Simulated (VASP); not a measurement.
# Fe (Fmmm) in VASP: notebook

The runs below take Fe through electric field gradients, with LDA.

All numbers are computed with VASP 6.6.1; they aren't measurements. Logs are shortened: lines on timing, memory, paths and dates and some standing lists are left out, and cuts for length are marked.

**1. The cell of the first run**

It takes space group Fmmm (No. 69, orthorhombic). Conventional cell: a = 2.956 Å, b = 3.831 Å, c = 3.877 Å, α = 90.00°, β = 90.00°, γ = 90.00°. Fe (site symmetry mmm) has 14 Fe at 2.42 to 2.96 Å within 3.2 Å.

**2. Electric field gradients, LDA, collinear spin, ferromagnetic start (10.98 Å³/atom)**

INCAR reads:

```
SYSTEM = Fe
ALGO     = Normal         ! electronic algorithm
EDIFF    = 1E-8           ! SCF threshold, eV
ENCUT    = 520            ! plane-wave cutoff, eV
ISIF     = 2              ! what is computed and relaxed
ISMEAR   = -1             ! smearing method
ISPIN    = 2              ! spin polarisation
LASPH    = .True.         ! aspherical terms in the spheres
LCHARG   = .False.        ! write CHGCAR
LEFG     = .True.       
LMAXMIX  = 4              ! l up to which the mixer works
LORBIT   = 11             ! projections on sites
LREAL    = .False.        ! projectors in reciprocal space
LWAVE    = .False.        ! write WAVECAR
MAGMOM   = 3              ! initial moments
NBANDS   = 14             ! bands
NELM     = 150            ! most SCF steps
PREC     = Accurate       ! precision mode
SIGMA    = 0.05           ! smearing width, eV
```

KPOINTS reads:

```
k-points
0
Gamma
  16 16 16
  0 0 0
```

POSCAR reads:

```
Fe
1.0
    0.0000000000      1.9154967481      1.9385464314
    1.4781880421      0.0000000000      1.9385464314
    1.4781880421      1.9154967481      0.0000000000
Fe
1
Direct
    0.0000000000      0.0000000000      0.0000000000
```

Potentials or basis: VASP PAW LDA potentials, release 64 (Fe).

Run with:

```sh
cat potpaw_LDA.64/Fe/POTCAR > POTCAR
mpirun -np 1 vasp_std > vasp.out
```

OUTCAR:

```text
SYSTEM = Fe
   EDIFF = 1E-8
   ENCUT = 520
   ISIF = 2
   ISMEAR = -1
   ISPIN = 2
   LASPH = .True.
   LORBIT = 11
   LREAL = .False.
   NELM = 150
   PREC = Accurate

 ion  position               nearest neighbor table
   1  0.000  0.000  0.000-

  LATTYP: Found a face centered orthorhombic cell.
 ALAT       =     2.9563760842
 B/A-ratio  =     1.2958410524
 C/A-ratio  =     1.3114342534

  Lattice vectors:

 A1 = (   0.0000000000,   1.9154967481,   1.9385464314)
 A2 = (   1.4781880421,   0.0000000000,   1.9385464314)
 A3 = (   1.4781880421,   1.9154967481,   0.0000000000)

Analysis of symmetry for initial positions (statically):
=====================================================================
 Subroutine PRICEL returns:
 Original cell was already a primitive cell.

 Routine SETGRP: Setting up the symmetry group for a
 face centered orthorhombic supercell.

 Subroutine GETGRP returns: Found  8 space group operations
 (whereof  8 operations were pure point group operations)
 out of a pool of  8 trial point group operations.

The static configuration has the point symmetry D_2h.

Analysis of symmetry for dynamics (positions and initial velocities):
=====================================================================
 Subroutine PRICEL returns:
 Original cell was already a primitive cell.

 Routine SETGRP: Setting up the symmetry group for a
 face centered orthorhombic supercell.

 Subroutine GETGRP returns: Found  8 space group operations
 (whereof  8 operations were pure point group operations)
 out of a pool of  8 trial point group operations.

The dynamic configuration has the point symmetry D_2h.

Analysis of structural, dynamic, and magnetic symmetry:
=====================================================================
 Subroutine PRICEL returns:
 Original cell was already a primitive cell.

 Routine SETGRP: Setting up the symmetry group for a
 face centered orthorhombic supercell.

 Subroutine GETGRP returns: Found  8 space group operations
 (whereof  8 operations were pure point group operations)
 out of a pool of  8 trial point group operations.

The overall configuration has the point symmetry D_2h.

 Subroutine INISYM returns: Found  8 space group operations
 (whereof  8 operations are pure point group operations),
 and found     1 'primitive' translations

----------------------------------------------------------------------------------------

                                     Primitive cell

  volume of cell :      10.9779

  direct lattice vectors                    reciprocal lattice vectors
     0.000000000  1.915496748  1.938546431    -0.338251958  0.261028895  0.257925212
     1.478188042  0.000000000  1.938546431     0.338251958 -0.261028895  0.257925212
     1.478188042  1.915496748  0.000000000     0.338251958  0.261028895 -0.257925212

  length of vectors
     2.725268805  2.437827343  2.419538733     0.499075031  0.499075031  0.499075031

  position of ions in fractional coordinates (direct lattice)
     0.000000000  0.000000000  0.000000000

  ion indices of the primitive-cell ions
   primitive index   ion index
                 1           1

----------------------------------------------------------------------------------------

 KPOINTS: k-points

Automatic generation of k-mesh.
 Grid dimensions read from file:
 generate k-points for:   16   16   16

 Generating k-lattice:

  Cartesian coordinates                     Fractional coordinates (reciprocal lattice)
    -0.021140747  0.016314306  0.016120326     0.062500000  0.000000000  0.000000000
     0.021140747 -0.016314306  0.016120326     0.000000000  0.062500000  0.000000000
     0.021140747  0.016314306 -0.016120326    -0.000000000 -0.000000000  0.062500000

  Length of vectors
     0.031192189  0.031192189  0.031192189

  Shift w.r.t. Gamma in fractional coordinates (k-lattice)
     0.000000000  0.000000000  0.000000000

 Subroutine IBZKPT returns following result:
 ===========================================

 Found    621 irreducible k-points:

 Following reciprocal coordinates:
            Coordinates               Weight
  0.000000  0.000000  0.000000      1.000000
  0.062500 -0.000000 -0.000000      8.000000
  0.125000 -0.000000 -0.000000      8.000000
  0.187500  0.000000 -0.000000      8.000000
  0.250000 -0.000000 -0.000000      8.000000
  0.312500 -0.000000 -0.000000      8.000000
[... 16 lines left out ...]
 -0.125000  0.062500  0.000000      8.000000
 -0.062500  0.062500  0.000000      4.000000
 [... further k-points ...]
   k-points           NKPTS =    621   k-points in BZ     NKDIM =    621   number of bands    NBANDS=     14
   number of dos      NEDOS =    301   number of ions     NIONS =      1
   total plane-waves  NPLWV =   6480
   dimension x,y,z NGX =    20 NGY =   18 NGZ =   18
   dimension x,y,z NGXF=    40 NGYF=   36 NGZF=   36
   ions per type =               1
   NGX,Y,Z   is equivalent  to a cutoff of  12.20, 12.27, 12.37 a.u.
   NGXF,Y,Z  is equivalent  to a cutoff of  24.40, 24.55, 24.74 a.u.
 SYSTEM =  Fe
   PREC   = accura    normal or accurate (medium, high low for compatibility)
   ISTART =      0    job   : 0-new  1-cont  2-samecut
   ICHARG =      2    charge: 1-file 2-atom 10-const
   ISPIN  =      2    spin polarized calculation?
   LNONCOLLINEAR =      F non collinear calculations
   LSORBIT =      F    spin-orbit coupling
   LASPH  =      T    aspherical Exc in radial PAW
   ENCUT  =  520.0 eV  38.22 Ry    6.18 a.u.   5.07  4.53  4.50*2*pi/ulx,y,z
   NELM   =    150;   NELMIN=  2; NELMDL= -5     # of ELM steps
   EDIFF  = 0.1E-07   stopping-criterion for ELM
   LREAL  =      F    real-space projection
   EDIFFG = 0.1E-06   stopping-criterion for IOM
   NSW    =      0    number of steps for IOM
   IBRION =     -1    ionic relax: 0-MD 1-quasi-New 2-CG
   NFREE  =      0    steps in history (QN), initial steepest desc. (CG)
   ISIF   =      2    stress and relaxation
   ISYM   =      2    0-nonsym 1-usesym 2-fastsym
   POTIM  = 0.5000    time-step for ionic-motion
   TEBEG  =    0.0;   TEEND  =   0.0 temperature during run
   PSTRESS=    0.0 pullay stress
   NELECT =       8.0000    total number of electrons
   NUPDOWN=      -1.0000    fix difference up-down
   EMIN   =  10.00;   EMAX   =-10.00  energy-range for DOS
   EFERMI =   0.00;   METHOD = LEGACY
   ISMEAR =    -1;   SIGMA  =   0.05  broadening in eV -4-tet -1-fermi 0-gaus
   EFERMI_NEDOS =   21; number of points for ismear=-14 and -15
   IALGO  =     38    algorithm
   IMIX   =      4    mixing-type and parameters
     AMIX     =   0.40;   BMIX     =  1.00
     AMIX_MAG =   1.60;   BMIX_MAG =  1.00
  volume/ion in A,a.u.               =      10.98        74.08
  Fermi-wavevector in a.u.,A,eV,Ry     =   1.473214  2.783970 29.529518  2.170358
  Thomas-Fermi vector in A             =   2.588134
   LORBIT       =     11    0 simple, 1 ext, 2 COOP (PROOUT), +10 PAW based schemes
   GGA     = CA    functional components
   LHFCALC =     F    Hartree Fock is set to
   AEXX    =    0.0000 exact exchange contribution
   IVDW    =     0    specifies the selected vdW correction
   LEPSILON=     F    determine dielectric tensor
   LRPA    =     F    only Hartree local field effects (RPA)
 spin polarized calculation
  energy-cutoff  :      520.00
  volume of cell :       10.98
 maximum number of plane-waves:       313
   NGX =  9   NGY =  9   NGZ =  9

 number of electron       8.0000004 magnetization       2.0355865

 Free energy of the ion-electron system (eV)
  ---------------------------------------------------
  ext. energy  EPLUGINS =         0.00000000
  ---------------------------------------------------
  free energy    TOTEN  =        -9.18197776 eV

  energy without entropy =       -9.17196927  energy(sigma->0) =       -9.17697351

 E-fermi :   6.1003     XC(G=0): -13.6113

 val. band max:        6.0982394395   @ k =   0.3750   0.1250   0.1875
 cond. band min:       6.1011583137   @ k =  -0.4375   0.3750   0.0625
 fundamental gap:      0.0029188742
 Fermi energy:         6.1002598330

 spin component 1

 k-point     1 :       0.0000    0.0000    0.0000
  band No.  band energies     occupation
      1      -2.6729      1.00000
      2       3.5465      1.00000
      3       3.6538      1.00000
      4       4.0494      1.00000
      5       4.8799      1.00000
      6       5.3156      1.00000
      7      30.1416      0.00000
      8      31.6794      0.00000
      9      31.9578      0.00000
     10      36.1721      0.00000
     11      37.2076      0.00000
     12      37.7418      0.00000
     13      38.0780      0.00000
     14      38.1680      0.00000
[... 375 lines left out ...]
 k-point    24 :      -0.0625    0.0625    0.0000
  band No.  band energies     occupation
      1      -2.2025      1.00000
      2       3.6058      1.00000
      3       3.6127      1.00000
      4       4.1834      1.00000
      5       4.7697      1.00000
      6       5.2731      1.00000
      7      28.3671      0.00000
      8      30.0924      0.00000
      9      31.5000      0.00000
     10      35.1728      0.00000
     11      35.7228      0.00000
     12      37.4391      0.00000
     13      37.6749      0.00000
     14      39.8948      0.00000

 [... further k-points ...]

 spin component 2

 k-point     1 :       0.0000    0.0000    0.0000
  band No.  band energies     occupation
      1      -2.3013      1.00000
      2       5.1577      1.00000
      3       5.2956      1.00000
      4       5.7849      0.99818
      5       6.9604      0.00000
      6       7.5436      0.00000
      7      30.2938      0.00000
      8      31.8569      0.00000
      9      32.1527      0.00000
     10      36.7356      0.00000
     11      37.5708      0.00000
     12      38.5593      0.00000
     13      38.8641      0.00000
     14      38.9569      0.00000
[... 375 lines left out ...]
 k-point    24 :      -0.0625    0.0625    0.0000
  band No.  band energies     occupation
      1      -1.8276      1.00000
      2       5.2285      1.00000
      3       5.2348      1.00000
      4       5.9177      0.97471
      5       6.8230      0.00000
      6       7.4956      0.00000
      7      28.7675      0.00000
      8      30.4918      0.00000
      9      31.7278      0.00000
     10      35.7220      0.00000
     11      36.3631      0.00000
     12      38.0979      0.00000
     13      38.1785      0.00000
     14      40.6535      0.00000

 [... further k-points ...]
[... 5 lines left out ...]
  --------------------------------------------------------------------------------------
  -------------------------------------------------------------------------------------
  Total       -1.2968580     -0.5631598     -0.6994916      0.0000000      0.0000000      0.0000000
  in kB     -189.2717139    -82.1911180   -102.0882504      0.0000000      0.0000000      0.0000000
  external PRESSURE =    -124.5170274 kB  Pullay stress =       0.0000000 kB

 VOLUME and BASIS-vectors are now :
 -----------------------------------------------------------------------------
  energy-cutoff  :      520.00
  volume of cell :       10.98
      direct lattice vectors                 reciprocal lattice vectors
     0.000000000  1.915496748  1.938546431    -0.338251958  0.261028895  0.257925212
     1.478188042  0.000000000  1.938546431     0.338251958 -0.261028895  0.257925212
     1.478188042  1.915496748  0.000000000     0.338251958  0.261028895 -0.257925212

 POSITION                                       TOTAL-FORCE (eV/Angst)
 -----------------------------------------------------------------------------------
      0.00000      0.00000      0.00000        -0.000000      0.000000      0.000000
 -----------------------------------------------------------------------------------
    total drift:                                0.000000     -0.000000     -0.000000

  FREE ENERGIE OF THE ION-ELECTRON SYSTEM (eV)
  ---------------------------------------------------
  free  energy   TOTEN  =        -9.1819777559 eV

  energy  without entropy=       -9.1719692719  energy(sigma->0) =       -9.17697351

 Electric field gradients (V/A^2)
---------------------------------------------------------------------
 ion       V_xx      V_yy      V_zz      V_xy      V_xz      V_yz
---------------------------------------------------------------------
   1       9.781    -4.937    -4.844     0.001     0.001     0.000
---------------------------------------------------------------------

 Electric field gradients after diagonalization (V/A^2)
 (convention: |V_zz| > |V_xx| > |V_yy|)
----------------------------------------------------------------------
 ion       V_xx      V_yy      V_zz     asymmetry (V_yy - V_xx)/ V_zz
----------------------------------------------------------------------
   1      -4.937    -4.844     9.781       0.010
----------------------------------------------------------------------

           NMR quadrupolar parameters

 Cq : quadrupolar parameter    Cq=e*Q*V_zz/h
 eta: asymmetry parameters     (V_yy - V_xx)/ V_zz
 Q  : nuclear electric quadrupole moment in mb (millibarn)
----------------------------------------------------------------------
 ion       Cq(MHz)       eta       Q (mb)
----------------------------------------------------------------------
   1       0.024       0.010       1.000
----------------------------------------------------------------------

 total charge

# of ion       s       p       d       tot
------------------------------------------
    1        0.503   0.565   6.284   7.353

 magnetization (x)

# of ion       s       p       d       tot
------------------------------------------
    1       -0.010  -0.033   2.050   2.007
```

It took 98 s on 1 thread of Intel Xeon 6975P-C (Granite Rapids), shared host; peak memory 0.23 GiB.

What came out:

```yaml
Free_energy: -9.1820 eV
Pressure: -12.5 GPa
Band_gap_on_the_k_mesh: zero (filled and empty bands overlap)
Net_moment: 2.04 μB per cell
Site_moments: Fe +2.01 μB
Largest_electric_field_gradient_by_atom: Fe +9.8 V/Å²
Valence_electrons_inside_the_program's_atomic_spheres: Fe 7.35
```

Electric field gradients, principal values (V/Å²):
```csv
atom,least,middle,greatest (by size)
1 Fe,-4.844,-4.937,9.781
```

Caveat: the cell stands under tension; without QUAD_EFG the Cq values of the log hold for a quadrupole moment of 1 mb, not for the nuclei.

(Continued in part 2 of 2.)
